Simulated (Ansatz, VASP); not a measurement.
# One calculation of CaSe, two programs

```
Ca Se
1.0
     2.95600    2.95600    0.00000
    -2.95600    2.95600    0.00000
     0.00000    2.95600    2.95600
Ca Se
1 1
Direct
  0.00000 0.00000 0.00000
  0.50000 0.50000 0.00000
```

Alike in both runs: task relaxation of cell and atoms; functional PBEsol; k mesh 12 × 12 × 12; occupations fermi-dirac, width 0.08 eV; no spin polarisation.

|  | VASP | Ansatz |
| --- | --- | --- |
| version | VASP 6.6.1 | Ansatz 0.2.0 |
| potentials or method | VASP PAW PBE potentials, release 64 (Ca_sv, Se) | PAW with Ansatz's default frozen-core files, scalar-relativistic |
| plane-wave cutoff (eV) | 600 | 420 |
| valence electrons in the cell | 16 | 26 |

Ansatz gave:

```
relaxed volume (Å³/atom)                                        : 25.27
relaxed length of the cell vector where the two differ most in proportion (Å) : 4.150
```

Task: Which values does VASP return?

Result: Relaxed volume (Å³/atom): 25.37; relaxed length of the cell vector where the two differ most in proportion (Å): 4.156.

VASP's potentials were made for PBE, not for PBEsol. VASP's potentials hold 16 valence electrons a cell and Ansatz's 26, so a difference there can come from the potentials and not from the codes.
